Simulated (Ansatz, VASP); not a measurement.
## O: VASP beside Ansatz

INCAR

```
SYSTEM = O
PREC = Accurate ; ENCUT = 520
EDIFF = 1E-8 ; ISMEAR = -1
SIGMA = 0.01 ; LREAL = .FALSE.
LASPH = .TRUE. ; NELM = 80
ALGO = Normal ; ISIF = 2
LWAVE = .FALSE. ; LCHARG = .FALSE.
GGA = PE ; LEFG = .TRUE.
NBANDS = 13
```

File KPOINTS:

```
regular mesh
0
G
  15 15 11
  0 0 0
```

The input POSCAR:

```
O
1.0
    2.7015000000     -1.7145000000      0.0000000000
    2.7015000000      1.7145000000      0.0000000000
   -1.9649900000      0.0000000000      3.7479900000
O
2
Direct
    0.0640000000      0.0640000000      0.1530000000
    0.9360000000      0.9360000000      0.8470000000
```

Input for Ansatz:

```yaml
crystal:
  lattice:
    - [2.7015, -1.7145, 0.0]
    - [2.7015, 1.7145, 0.0]
    - [-1.96499, 0.0, 3.74799]
  atoms:
    - { symbol: O, position: [0.064, 0.064, 0.153] }
    - { symbol: O, position: [0.936, 0.936, 0.847] }
kpoints:
  mp_grid: { grid: [15, 15, 11] }
scf:
  occupations: { method: fermi_dirac, width: 0.01 }
hamiltonian:
  xc: pbe
  pseudopotentials: { kind: paw }
output:
  forces: true
  stress: true
  eigenvalues: true
  efg: { contact_densities: true }
```

Alike in both runs: task electric field gradients; functional PBE; k mesh 15 × 15 × 11; occupations fermi-dirac, width 0.01 eV; no spin polarisation.

```csv
,VASP,Ansatz
version,VASP 6.6.1,Ansatz 0.2.0
potentials or method,"VASP PAW PBE potentials, release 64 (O)","PAW with Ansatz's default frozen-core files, scalar-relativistic"
plane-wave cutoff (eV),520,420
valence electrons in the cell,12,12
```

Ansatz gave:

```
pressure (GPa)                                                : 7.4
traceless stress, the component that is largest in VASP (GPa) : 23.15
rms of the force components (eV/Å)                            : 3.318
size of Vzz on the site where it differs most (V/Å²)          : 113.7
```

Task: Estimate VASP's values.

Result: Pressure (GPa): 11.0; traceless stress, the component that is largest in VASP (GPa): 30.96; rms of the force components (eV/Å): 4.618; size of Vzz on the site where it differs most (V/Å²): 114.3.

Atom by atom the forces differ by 1.301 eV/Å (rms over components).

Noted on VASP's run: the standard files for N, O and F lose accuracy on very short bonds; spin is off for a triplet molecule.
